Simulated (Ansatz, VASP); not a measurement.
## Two plane-wave programs on Os

INCAR

```
SYSTEM = Os
  PREC = Accurate
  ENCUT = 520
  EDIFF = 1E-6
  ISMEAR = 0
  SIGMA = 0.6
  LREAL = .FALSE.
  LASPH = .TRUE.
  NELM = 100
  ALGO = Normal
  ISIF = 2
  LWAVE = .FALSE.
  LCHARG = .FALSE.
  GGA = PE
  NBANDS = 15
```

KPOINTS

```
regular mesh
0
G
  13 13 7
  0 0 0
```

The input POSCAR:

```
Os
1.0
    2.7559294133      0.0000000000      0.0000000000
   -1.3779647066      2.3867048830      0.0000000000
    0.0000000000      0.0000000000      4.3426533301
Os
2
Direct
    0.3333333333      0.6666666667      0.2500000000
    0.6666666667      0.3333333333      0.7500000000
```

Input for Ansatz:

```yaml
crystal:
  lattice:
    - [2.7559294133, 0.0, 0.0]
    - [-1.3779647066, 2.386704883, 0.0]
    - [0.0, 0.0, 4.3426533301]
  atoms:
    - { symbol: Os, position: [0.3333333333, 0.6666666667, 0.25] }
    - { symbol: Os, position: [0.6666666667, 0.3333333333, 0.75] }
hamiltonian:
  xc: pbe
  pseudopotentials:
    kind: paw
    azcp:
      Os: "pseudopotentials/Os.paw.azcp"
basis:
  ecutwfc: 420
  fft_grid_basis: typed
kpoints:
  mp_grid: { grid: [13, 13, 7], shift: [0, 0, 0] }
magnetization:
  spin_polarized: false
scf:
  occupations: { method: gaussian, width: 0.6 }
  lower_state_search: "off"
output:
  stress: true
  write_density: true
  write_potential: true
  elf: true
  volumetric_format: npy
```

Alike in both runs: task single point; functional PBE; k mesh 13 × 13 × 7; occupations gaussian, width 0.6 eV; no spin polarisation.

```csv
,VASP,Ansatz
version,VASP 6.6.1,Ansatz 0.2.0
potentials or method,"VASP PAW PBE potentials, release 64 (Os), cutoff 520 eV","plane waves (420 eV) with PAW, scalar-relativistic"
valence electrons in the cell,16,32
```

```tsv
	VASP	Ansatz	Ansatz less VASP
pressure (GPa)	0.7	0.8	+0.12
traceless stress, the component that is largest in VASP (GPa)	0.74	0.83	+0.083
```

VASP's potentials hold 16 valence electrons a cell and Ansatz's 32, so a difference there can come from the potentials and not from the codes.

Spin-orbit coupling is off throughout.
